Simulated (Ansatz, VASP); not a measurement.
**Two plane-wave programs on Fe**

```
CELL_PARAMETERS angstrom
0.00000 3.46800 3.46800
1.73400 0.00000 1.73400
1.73400 1.73400 0.00000
ATOMIC_POSITIONS crystal
Fe 0.00000 0.00000 0.00000
Fe 0.50000 0.00000 0.00000
```

Alike in both runs: task single point; functional PBE; k mesh 7 × 14 × 14; occupations fermi-dirac, width 0.05 eV; collinear spin.

|  | VASP | Ansatz |
| --- | --- | --- |
| version | VASP 6.6.1 | Ansatz 0.2.0 |
| potentials or method | VASP PAW PBE potentials, release 64 (Fe), cutoff 520 eV | PAW, plane waves, scalar-relativistic |
| valence electrons in the cell | 16 | 32 |

Ansatz gave:

| Quantity | Value |
| --- | --- |
| pressure (GPa) | 0.1 |
| traceless stress, the component that is largest in VASP (GPa) | -2.24 |
| net moment per atom (μB) | 0.00 |
| size of the moment on the site where the two differ most (μB) | 0.85 |

Estimate VASP's values.

pressure (GPa): -0.1; traceless stress, the component that is largest in VASP (GPa): -2.35; net moment per atom (μB): 0.00; size of the moment on the site where the two differ most (μB): 0.91.

Site moments also hang on the region over which each program counts them. With one functional, cell and mesh, what is left measures potentials, basis and numerics. VASP's potentials hold 16 valence electrons a cell and Ansatz's 32, so a difference there can come from the potentials and not from the codes.
